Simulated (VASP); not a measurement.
# Te2Mo in VASP: notebook

Runs on Te2Mo. Level: PBE. Tasks: single point.

Program: VASP 6.6.1. These are calculated values, not measurements. Logs are shortened: lines on timing, memory, paths and dates and some standing lists are left out, and cuts for length are marked.

**The experiment to reproduce.**

From “Broadband infrared study of pressure-tunable Fano resonance and metallization transition in 2H-MoTe2”, 2022, pmc:9569381, for a bulk crystal of Te2Mo at 300 K: band gap 0.88 ± 0.05 eV (indirect).

The runs below are set against these values where they give the same quantity.

### Step 1. The cell of the first run

The structure is hexagonal, space group P6_3/mmc (No. 194). The conventional cell has a = 3.552 Å, b = 3.552 Å, c = 14.766 Å, α = 90.00°, β = 90.00°, γ = 120.00°. Within 3.7 Å of Te (site symmetry 3m) lie 3 Mo at 2.73 Å and 7 Te at 3.55 to 3.62 Å. Within 3.6 Å of Mo (site symmetry -6m2) lie 6 Te at 2.73 Å and 6 Mo at 3.55 Å.

### Step 2. Single point, PBE, collinear spin (26.89 Å³/atom)

The input, INCAR:

```
SYSTEM = Te2Mo
PREC = Accurate ; ENCUT = 520
EDIFF = 1E-6 ; ISMEAR = 0
SIGMA = 0.05 ; LREAL = .False.
LASPH = .True. ; NELM = 150
ALGO = Normal ; ISIF = 2
LWAVE = .False. ; LCHARG = .False.
ISPIN = 2 ; MAGMOM = 0 0 0 0 0.05 0.05
LORBIT = 11 ; LMAXMIX = 4
GGA = PE ; NBANDS = 39
```

The input, KPOINTS:

```
Automatic mesh
0
Gamma
  10 10 2
  0 0 0
```

The input, POSCAR:

```
Te2Mo
1.0
    3.5518052810      0.0000000000      0.0000000000
   -1.7759026405      3.0759536026      0.0000000000
    0.0000000000      0.0000000000     14.7657886156
Te Mo
4 2
Direct
    0.3333333333      0.6666666667      0.6275334294
    0.6666666667      0.3333333333      0.1275334294
    0.3333333333      0.6666666667      0.8724665706
    0.6666666667      0.3333333333      0.3724665706
    0.3333333333      0.6666666667      0.2500000000
    0.6666666667      0.3333333333      0.7500000000
```

Potentials or basis: VASP PAW PBE potentials, release 64 (Te, Mo_sv).

The run is started by

```bash
> cat potpaw_PBE.64/Te/POTCAR potpaw_PBE.64/Mo_sv/POTCAR > POTCAR
> mpirun -np 1 vasp_std > vasp.out
```

OUTCAR:

```text
SYSTEM = Te2Mo
   PREC = Accurate
   ENCUT = 520
   EDIFF = 1E-6
   ISMEAR = 0
   LREAL = .False.
   LASPH = .True.
   NELM = 150
   ISIF = 2
   ISPIN = 2
   LORBIT = 11
   GGA = PE

 ion  position               nearest neighbor table
   1  0.333  0.667  0.628-   6 2.73   6 2.73   6 2.73   3 3.62
   2  0.667  0.333  0.128-   5 2.73   5 2.73   5 2.73   4 3.62
   3  0.333  0.667  0.872-   6 2.73   6 2.73   6 2.73   1 3.62
   4  0.667  0.333  0.372-   5 2.73   5 2.73   5 2.73   2 3.62
   5  0.333  0.667  0.250-   2 2.73   4 2.73   2 2.73   4 2.73   2 2.73   4 2.73
   6  0.667  0.333  0.750-   1 2.73   3 2.73   1 2.73   3 2.73   1 2.73   3 2.73

  LATTYP: Found a hexagonal cell.
 ALAT       =     3.5518052810
 C/A-ratio  =     4.1572629825

  Lattice vectors:

 A1 = (   3.5518052810,   0.0000000000,   0.0000000000)
 A2 = (  -1.7759026405,   3.0759536026,   0.0000000000)
 A3 = (   0.0000000000,   0.0000000000,  14.7657886156)

Analysis of symmetry for initial positions (statically):
=====================================================================
 Subroutine PRICEL returns:
 Original cell was already a primitive cell.

 Routine SETGRP: Setting up the symmetry group for a
 hexagonal supercell.

 Subroutine GETGRP returns: Found 24 space group operations
 (whereof 12 operations were pure point group operations)
 out of a pool of 24 trial point group operations.

The static configuration has the point symmetry D_3d.
 The point group associated with its full space group is D_6h.

Analysis of symmetry for dynamics (positions and initial velocities):
=====================================================================
 Subroutine PRICEL returns:
 Original cell was already a primitive cell.

 Routine SETGRP: Setting up the symmetry group for a
 hexagonal supercell.

 Subroutine GETGRP returns: Found 24 space group operations
 (whereof 12 operations were pure point group operations)
 out of a pool of 24 trial point group operations.

The dynamic configuration has the point symmetry D_3d.
 The point group associated with its full space group is D_6h.

Analysis of structural, dynamic, and magnetic symmetry:
=====================================================================
 Subroutine PRICEL returns:
 Original cell was already a primitive cell.

 Routine SETGRP: Setting up the symmetry group for a
 hexagonal supercell.

 Subroutine GETGRP returns: Found 24 space group operations
 (whereof 12 operations were pure point group operations)
 out of a pool of 24 trial point group operations.
[... 145 lines left out ...]
 maximum number of plane-waves:      4411
 NGX is ok and might be reduce to    28
   NGX = 13   NGY = 13   NGZ = 55

 number of electron      52.0000003 magnetization       0.0005314

 Free energy of the ion-electron system (eV)
  ---------------------------------------------------
  ext. energy  EPLUGINS =         0.00000000
  ---------------------------------------------------
  free energy    TOTEN  =       -36.06969315 eV

  energy without entropy =      -36.06969315  energy(sigma->0) =      -36.06969315

 E-fermi :   7.3704     XC(G=0):  -9.9963

 val. band max:        7.0685889669   @ k =   0.0000   0.0000   0.0000
 cond. band min:       8.0201970353   @ k =   0.2000   0.2000   0.0000
 fundamental gap:      0.9516080684
 Fermi energy:         7.3704194287

 spin component 1

 k-point     1 :       0.0000    0.0000    0.0000
  band No.  band energies     occupation
      1     -53.6233      1.00000
      2     -53.6233      1.00000
      3     -27.7706      1.00000
      4     -27.7706      1.00000
      5     -27.6658      1.00000
      6     -27.6658      1.00000
[... 973 lines left out ...]
     37      13.6135      0.00000
     38      13.6135      0.00000

 [... further k-points ...]

 spin component 2

 k-point     1 :       0.0000    0.0000    0.0000
  band No.  band energies     occupation
      1     -53.6233      1.00000
      2     -53.6233      1.00000
      3     -27.7706      1.00000
      4     -27.7706      1.00000
      5     -27.6658      1.00000
      6     -27.6658      1.00000
[... 973 lines left out ...]
     37      13.6136      0.00000
     38      13.6136      0.00000

 [... further k-points ...]

 [bands above 38 left out]

------------------------ aborting loop because EDIFF is reached ----------------------------------------

  FORCE on cell =-STRESS in cart. coord.  units (eV):
  Direction    XX          YY          ZZ          XY          YZ          ZX
  --------------------------------------------------------------------------------------
  -------------------------------------------------------------------------------------
  Total        0.2999211      0.2999211      0.4690618      0.0000000      0.0000000      0.0000000
  in kB        2.9787360      2.9787360      4.6585964      0.0000000      0.0000000      0.0000000
  external PRESSURE =       3.5386895 kB  Pullay stress =       0.0000000 kB

 VOLUME and BASIS-vectors are now :
 -----------------------------------------------------------------------------
  energy-cutoff  :      520.00
  volume of cell :      161.32
      direct lattice vectors                 reciprocal lattice vectors
     3.551805281  0.000000000  0.000000000     0.281546966  0.162551216  0.000000000
    -1.775902641  3.075953603  0.000000000     0.000000000  0.325102433  0.000000000
     0.000000000  0.000000000 14.765788616     0.000000000  0.000000000  0.067724117

 POSITION                                       TOTAL-FORCE (eV/Angst)
 -----------------------------------------------------------------------------------
     -0.00000      2.05064      9.26603         0.000000      0.000000     -0.020198
      1.77590      1.02532      1.88313         0.000000     -0.000000     -0.020198
     -0.00000      2.05064     12.88266         0.000000      0.000000      0.020198
      1.77590      1.02532      5.49976         0.000000     -0.000000      0.020198
     -0.00000      2.05064      3.69145         0.000000      0.000000      0.000000
      1.77590      1.02532     11.07434        -0.000000     -0.000000      0.000000
 -----------------------------------------------------------------------------------
    total drift:                               -0.000000      0.000000     -0.000000

  FREE ENERGIE OF THE ION-ELECTRON SYSTEM (eV)
  ---------------------------------------------------
  free  energy   TOTEN  =       -36.0696931538 eV

  energy  without entropy=      -36.0696931538  energy(sigma->0) =      -36.06969315

 total charge

# of ion       s       p       d       tot
------------------------------------------
    1        1.385   1.971   0.059   3.415
    2        1.385   1.971   0.059   3.415
    3        1.385   1.971   0.059   3.415
    4        1.385   1.971   0.059   3.415
    5        2.251   6.140   3.960  12.351
    6        2.251   6.140   3.960  12.351
--------------------------------------------------
tot         10.041  20.162   8.158  38.362

 magnetization (x)

# of ion       s       p       d       tot
------------------------------------------
    1       -0.000   0.000   0.000   0.000
    2       -0.000   0.000   0.000   0.000
    3       -0.000   0.000   0.000   0.000
    4       -0.000   0.000   0.000   0.000
    5       -0.000  -0.000  -0.000  -0.000
    6       -0.000  -0.000  -0.000  -0.000
--------------------------------------------------
tot         -0.000   0.000  -0.000  -0.000
```

OSZICAR:

```text
N       E                     dE             d eps       ncg     rms          rms(c)
DAV:   1     0.382779024005E+03    0.38278E+03   -0.26203E+04  4968   0.117E+03
DAV:   2    -0.165241328207E+02   -0.39930E+03   -0.38255E+03  5286   0.289E+02
DAV:   3    -0.369553555123E+02   -0.20431E+02   -0.19960E+02  5387   0.572E+01
DAV:   4    -0.373786814118E+02   -0.42333E+00   -0.42275E+00  5097   0.821E+00
DAV:   5    -0.373911150070E+02   -0.12434E-01   -0.12433E-01  5686   0.139E+00    0.207E+01
DAV:   6    -0.366448050104E+02    0.74631E+00   -0.56080E+00  4703   0.123E+01    0.875E+00
DAV:   7    -0.365296293975E+02    0.11518E+00   -0.43558E+00  4592   0.101E+01    0.614E+00
DAV:   8    -0.360708531947E+02    0.45878E+00   -0.86105E-01  4648   0.495E+00    0.219E+00
DAV:   9    -0.360768624818E+02   -0.60093E-02   -0.18686E-01  5198   0.181E+00    0.106E+00
DAV:  10    -0.360693779814E+02    0.74845E-02   -0.26974E-02  4916   0.890E-01    0.330E-01
DAV:  11    -0.360696443015E+02   -0.26632E-03   -0.15435E-03  5536   0.163E-01    0.177E-01
DAV:  12    -0.360697275517E+02   -0.83250E-04   -0.30263E-04  4924   0.827E-02    0.186E-01
DAV:  13    -0.360696890416E+02    0.38510E-04   -0.25091E-04  4825   0.796E-02    0.387E-02
DAV:  14    -0.360696908430E+02   -0.18014E-05   -0.18723E-05  5446   0.186E-02    0.287E-02
DAV:  15    -0.360696925272E+02   -0.16842E-05   -0.11821E-06  3870   0.485E-03    0.174E-02
DAV:  16    -0.360696931538E+02   -0.62661E-06   -0.13319E-06  4214   0.457E-03
   1 F= -.36069693E+02 E0= -.36069693E+02  d E =-.211129E-19  mag=     0.0004
```

Run time: 12 min. Hardware: 1 thread of Intel Xeon 8259CL, shared host; peak memory 0.5 GiB.

What came out:

| Item | Value |
| --- | --- |
| Free energy | -36.0697 eV |
| Pressure | 0.4 GPa |
| Largest force | 0.020 eV/Å |
| Band gap on the k mesh | 0.95 eV (least direct gap 1.16 eV) |
| Net moment | 0.00 μB per cell |
| Valence electrons inside the program's atomic spheres | Te 3.42; Mo 12.35 |

Forces in eV/Å, atoms in the order of the input:
```
Te   0.000  0.000 -0.020
Te   0.000  0.000 -0.020
Te   0.000  0.000  0.020
Te   0.000  0.000  0.020
Mo   0.000  0.000  0.000
Mo   0.000  0.000  0.000
```

Levels at points of the mesh, in eV from the valence-band top:
Spin up:
```csv
k point,band 22,band 23,band 24,band 25,band 26,band 27,band 28,band 29,band 30,band 31
"(0.00, 0.00, 0.00)",-0.87,-0.87,-0.78,-0.62,0.00,3.01,3.01,3.07,3.07,3.25
"(0.50, 0.00, 0.00)",-1.61,-0.77,-0.75,-0.40,-0.26,1.38,1.41,1.61,1.83,2.79
"(0.00, 0.00, 0.50)",-0.88,-0.88,-0.88,-0.13,-0.13,3.03,3.03,3.03,3.03,3.32
"(0.50, 0.00, 0.50)",-1.67,-0.76,-0.76,-0.33,-0.33,1.39,1.39,1.73,1.73,3.15
```
Spin down:
```csv
k point,band 23,band 24,band 25,band 26,band 27,band 28,band 29,band 30
"(0.00, 0.00, 0.00)",-0.87,-0.78,-0.62,0.00,3.01,3.01,3.07,3.07
"(0.50, 0.00, 0.00)",-0.77,-0.75,-0.40,-0.26,1.38,1.41,1.61,1.83
"(0.00, 0.00, 0.50)",-0.88,-0.88,-0.13,-0.13,3.03,3.03,3.03,3.03
"(0.50, 0.00, 0.50)",-0.75,-0.75,-0.33,-0.33,1.39,1.39,1.73,1.73
```

Caveat: spin-orbit coupling is left out, which moves the levels of the heavy elements; this functional lacks dispersion, which binds layers or chains, so the pressure and a relaxed spacing across them are unreliable.

(Continued in part 2 of 2.)
